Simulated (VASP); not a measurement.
# Si (Fd-3m) in VASP: G0W0 quasiparticle levels with PBEsol

Aim: the G0W0 quasiparticle levels of Si with PBEsol.

All numbers are computed with VASP 6.6.1; they aren't measurements. Logs are shortened: lines on timing, memory, paths and dates and some standing lists are left out, and cuts for length are marked.

### Step 1. The cell of the first run

The structure is cubic, space group Fd-3m (No. 227). Conventional cell: a = 5.379 Å, b = 5.379 Å, c = 5.379 Å, α = 90.00°, β = 90.00°, γ = 90.00°. Within 3.1 Å of Si (site symmetry -43m) lie 4 Si at 2.33 Å.

### Step 2. G0W0 quasiparticle levels, PBEsol

POSCAR

```
Si
1.0
    0.0000000000      2.6896621261      2.6896621261
    2.6896621261      0.0000000000      2.6896621261
    2.6896621261      2.6896621261      0.0000000000
Si
2
Direct
    0.0000000000      0.0000000000      0.0000000000
    0.2500000000      0.2500000000      0.2500000000
```

INCAR.step1

```
SYSTEM = Si
PREC = Accurate ; ENCUT = 500
EDIFF = 1E-8 ; ISMEAR = 0
SIGMA = 0.01 ; LREAL = .FALSE.
LASPH = .TRUE. ; NELM = 60
ALGO = Normal ; LWAVE = .TRUE.
LCHARG = .FALSE. ; GGA = PS
```

INCAR.step2

```
SYSTEM = Si
PREC = Accurate ; ENCUT = 500
EDIFF = 1E-8 ; ISMEAR = 0
SIGMA = 0.01 ; LREAL = .FALSE.
LASPH = .TRUE. ; NELM = 1
ALGO = Exact ; LWAVE = .TRUE.
LCHARG = .FALSE. ; GGA = PS
NBANDS = 217 ; LOPTICS = .TRUE.
ISTART = 1
```

INCAR.step3

```
SYSTEM = Si
PREC = Accurate ; ENCUT = 500
EDIFF = 1E-8 ; ISMEAR = 0
SIGMA = 0.01 ; LREAL = .FALSE.
LASPH = .TRUE. ; ALGO = EVGW0
LWAVE = .FALSE. ; LCHARG = .FALSE.
GGA = PS ; NELMGW = 1
NBANDS = 217 ; ENCUTGW = 180.0
NOMEGA = 96 ; PRECFOCK = Fast
ISTART = 1 ; NBANDSGW = 12
OMEGAMAX = 30
```

KPOINTS

```
regular mesh
0
G
  4 4 4
  0 0 0
```

Potentials or basis: VASP PAW PBE potentials, release 64 (Si_GW).

Launch:

```bash
> cat potpaw_PBE.64/Si_GW/POTCAR > POTCAR
> cp INCAR.step1 INCAR
> mpirun -np 1 vasp_std > vasp.out
> cp INCAR.step2 INCAR
> mpirun -np 1 vasp_std > vasp.out
> cp INCAR.step3 INCAR
> mpirun -np 1 vasp_std > vasp.out
```

OUTCAR:

```text
SYSTEM = Si
   PREC = Accurate
   ENCUT = 500
   EDIFF = 1E-8
   ISMEAR = 0
   LREAL = .FALSE.
   LASPH = .TRUE.
   GGA = PS
   NELMGW = 1
   ENCUTGW = 180.0
   PRECFOCK = Fast
   ISTART = 1

 ion  position               nearest neighbor table
   1  0.000  0.000  0.000-   2 2.33   2 2.33   2 2.33   2 2.33
   2  0.250  0.250  0.250-   1 2.33   1 2.33   1 2.33   1 2.33

  LATTYP: Found a face centered cubic cell.
 ALAT       =     5.3793242522

  Lattice vectors:

 A1 = (   0.0000000000,   2.6896621261,   2.6896621261)
 A2 = (   2.6896621261,   0.0000000000,   2.6896621261)
 A3 = (   2.6896621261,   2.6896621261,   0.0000000000)

Analysis of symmetry for initial positions (statically):
=====================================================================
 Subroutine PRICEL returns:
 Original cell was already a primitive cell.

 Routine SETGRP: Setting up the symmetry group for a
 face centered cubic supercell.

 Subroutine GETGRP returns: Found 48 space group operations
 (whereof 24 operations were pure point group operations)
 out of a pool of 48 trial point group operations.

The static configuration has the point symmetry T_d .
 The point group associated with its full space group is O_h .

Analysis of symmetry for dynamics (positions and initial velocities):
=====================================================================
 Subroutine PRICEL returns:
 Original cell was already a primitive cell.

 Routine SETGRP: Setting up the symmetry group for a
 face centered cubic supercell.

 Subroutine GETGRP returns: Found 48 space group operations
 (whereof 24 operations were pure point group operations)
 out of a pool of 48 trial point group operations.

The dynamic configuration has the point symmetry T_d .
 The point group associated with its full space group is O_h .

 Subroutine INISYM returns: Found 48 space group operations
[... 74 lines left out ...]
   ISPIN  =      1    spin polarized calculation?
   LNONCOLLINEAR =      F non collinear calculations
   LSORBIT =      F    spin-orbit coupling
   LASPH  =      T    aspherical Exc in radial PAW
   ENCUT  =  500.0 eV  36.75 Ry    6.06 a.u.   6.94  6.94  6.94*2*pi/ulx,y,z
   NELM   =     60;   NELMIN=  2; NELMDL=  0     # of ELM steps
   EDIFF  = 0.1E-07   stopping-criterion for ELM
   LREAL  =      F    real-space projection
   EDIFFG = 0.1E-06   stopping-criterion for IOM
   NSW    =      0    number of steps for IOM
   IBRION =     -1    ionic relax: 0-MD 1-quasi-New 2-CG
   NFREE  =      0    steps in history (QN), initial steepest desc. (CG)
   ISIF   =      0    stress and relaxation
   ISYM   =      3    0-nonsym 1-usesym 2-fastsym
   POTIM  = 0.5000    time-step for ionic-motion
   TEBEG  =    0.0;   TEEND  =   0.0 temperature during run
   PSTRESS=    0.0 pullay stress
   NELECT =       8.0000    total number of electrons
   NUPDOWN=      -1.0000    fix difference up-down
   EMIN   =  10.00;   EMAX   =-10.00  energy-range for DOS
   EFERMI =   0.00;   METHOD = LEGACY
   ISMEAR =     0;   SIGMA  =   0.01  broadening in eV -4-tet -1-fermi 0-gaus
   EFERMI_NEDOS =   21; number of points for ismear=-14 and -15
   IALGO  =     38    algorithm
   IMIX   =      4    mixing-type and parameters
     AMIX     =   0.40;   BMIX     =  1.00
     AMIX_MAG =   1.60;   BMIX_MAG =  1.00
  volume/ion in A,a.u.               =      19.46       131.31
  Fermi-wavevector in a.u.,A,eV,Ry     =   0.966193  1.825840 12.701425  0.933528
  Thomas-Fermi vector in A             =   2.095973
   LORBIT       =      0    0 simple, 1 ext, 2 COOP (PROOUT), +10 PAW based schemes
   GGA     = PS    functional components
   LHFCALC =     T    Hartree Fock is set to
   PRECFOCK=fast      Normal, Fast or Accurate (Low or Medium for compatibility)
   ENCUT4O =  -1.0   cutoff for four orbital integrals eV
   NKREDX  =     1    reduce k-point grid by
   NKREDY  =     1    reduce k-point grid by
   NKREDZ  =     1    reduce k-point grid by
   AEXX    =    1.0000 exact exchange contribution
   HFSCREEN=    0.0000 screening length (either q_TF or 0.3 A-1)
   HFSCREENC=   0.0000 screening length for correlation (either q_TF or 0.3 A-1)
   ENCUTFOCK=  -1.0 apply spherical cutoff to Coloumb kernel
   IVDW    =     0    specifies the selected vdW correction
   LEPSILON=     F    determine dielectric tensor
   LRPA    =     F    only Hartree local field effects (RPA)
   LRPAFORCE           =     F    calculate RPA forces
   ENCUTGW             = 180.0    cutoff for response function in eV
   ENCUTGWSOFT         = 144.0    soft cutoff for Coulomb kernel in GW response function in eV
   ENCUTLF             =  -1.0    cutoff for local field effects
   NELMGW              =     1    number of iterations in solving QP/BSE equation
   NELMHF              =     1    number of iterations in the inner HF iteration
   NKREDLFX            =     1    NKREDLFY  =   1   NKREDLFZ  =   1
 non-spin polarized calculation
 Gauss-broadening in eV      SIGMA  =   0.01
  energy-cutoff  :      500.00
  volume of cell :       38.92
 maximum number of plane-waves:       998
  NGX = 16; NGY = 16; NGZ = 16
   NGX = 13   NGY = 13   NGZ = 13
 maximum number of plane-waves:       222

 QP shifts <psi_nk| G(iteration)W_0 |psi_nk>: iteration 1
 for sc-GW calculations column KS-energies equals QP-energies in previous step
 and V_xc(KS)=  KS-energies - (<T + V_ion + V_H > + <T+V_H+V_ion>^1  + <V_x>^1)

 k-point   1 :       0.0000    0.0000    0.0000
  band No.  KS-energies  QP-energies   sigma(KS)   V_xc(KS)     V^pw_x(r,r')   Z            occupation Imag(sigma)

      1      -6.4514      -6.9400     -11.2426     -10.5306     -17.5889       0.6863       2.0000       1.2725
      2       5.7500       5.1812     -12.2274     -11.4798     -13.0749       0.7608       2.0000       0.0410
      3       5.7500       5.1812     -12.2274     -11.4798     -13.0749       0.7608       2.0000       0.0410
      4       5.7500       5.1812     -12.2274     -11.4798     -13.0749       0.7608       2.0000       0.0410
      5       8.2605       8.3795     -10.0753     -10.2325      -5.6444       0.7573       0.0000      -0.1018
      6       8.2605       8.3795     -10.0753     -10.2325      -5.6444       0.7573       0.0000      -0.1018
      7       8.2605       8.3795     -10.0753     -10.2325      -5.6444       0.7573       0.0000      -0.1018
      8       9.3946       9.6101     -10.8076     -11.0950      -5.7223       0.7496       0.0000      -0.1357
      9      13.4324      13.6102      -9.9185     -10.1560      -4.2586       0.7489       0.0000      -0.2591
     10      13.4324      13.6102      -9.9185     -10.1560      -4.2586       0.7489       0.0000      -0.2591
     11      13.5606      13.5138      -8.2338      -8.1734      -2.6906       0.7740       0.0000      -0.3263
     12      16.9156      16.8460      -8.7127      -8.6218      -2.3007       0.7662       0.0000      -0.6391
[... 100 lines left out ...]
      1      -1.9971      -2.5115     -11.7977     -11.0570     -16.1456       0.6944       2.0000       0.5320
      2      -1.9971      -2.5115     -11.7977     -11.0570     -16.1456       0.6944       2.0000       0.5320
      3       1.7016       1.1542     -10.8708     -10.1255     -12.9882       0.7344       2.0000       0.1271
      4       1.7016       1.1542     -10.8708     -10.1255     -12.9882       0.7344       2.0000       0.1271
      5       9.9071       9.9346      -9.7739      -9.8100      -5.0031       0.7596       0.0000      -0.1381
      6       9.9071       9.9346      -9.7739      -9.8100      -5.0031       0.7596       0.0000      -0.1381
      7      10.7769      10.9155     -10.0505     -10.2370      -4.6937       0.7431       0.0000      -0.1909
      8      10.7769      10.9155     -10.0505     -10.2370      -4.6937       0.7431       0.0000      -0.1909
      9      16.4480      16.5399     -10.7085     -10.8341      -3.8939       0.7320       0.0000      -0.6082
     10      16.4480      16.5399     -10.7085     -10.8341      -3.8939       0.7320       0.0000      -0.6082
     11      18.9564      19.0695     -10.4483     -10.6019      -3.4055       0.7362       0.0000      -0.8008
     12      18.9564      19.0695     -10.4483     -10.6019      -3.4055       0.7362       0.0000      -0.8008
```

OUTCAR.step1:

```text
SYSTEM = Si
   PREC = Accurate
   ENCUT = 500
   EDIFF = 1E-8
   ISMEAR = 0
   LREAL = .FALSE.
   LASPH = .TRUE.
[... 291 lines left out ...]
      0.00000      0.00000      0.00000         0.000000      0.000000      0.000000
      1.34483      1.34483      1.34483        -0.000000     -0.000000     -0.000000
 -----------------------------------------------------------------------------------
    total drift:                                0.000000      0.000000     -0.000000

  FREE ENERGIE OF THE ION-ELECTRON SYSTEM (eV)
  ---------------------------------------------------
  free  energy   TOTEN  =       -11.2818117070 eV

  energy  without entropy=      -11.2818117070  energy(sigma->0) =      -11.28181171
```

Wall time 3.3 min (1 thread of AMD EPYC 7R13 (Zen 3), shared host); peak memory 0.5 GiB.

Results:

```yaml
Quasiparticle_gap: 1.13 eV
Least_direct_quasiparticle_gap: 3.20 eV
Band_gap_of_the_starting_levels_on_the_mesh: 0.51 eV
Least_direct_gap_of_the_starting_levels_on_the_mesh: 2.51 eV
```

Caveat: the k points lie up to 0.51 Å⁻¹ apart; bands, screening cutoff and mesh are small and nothing is extrapolated, so the quasiparticle values aren't converged.
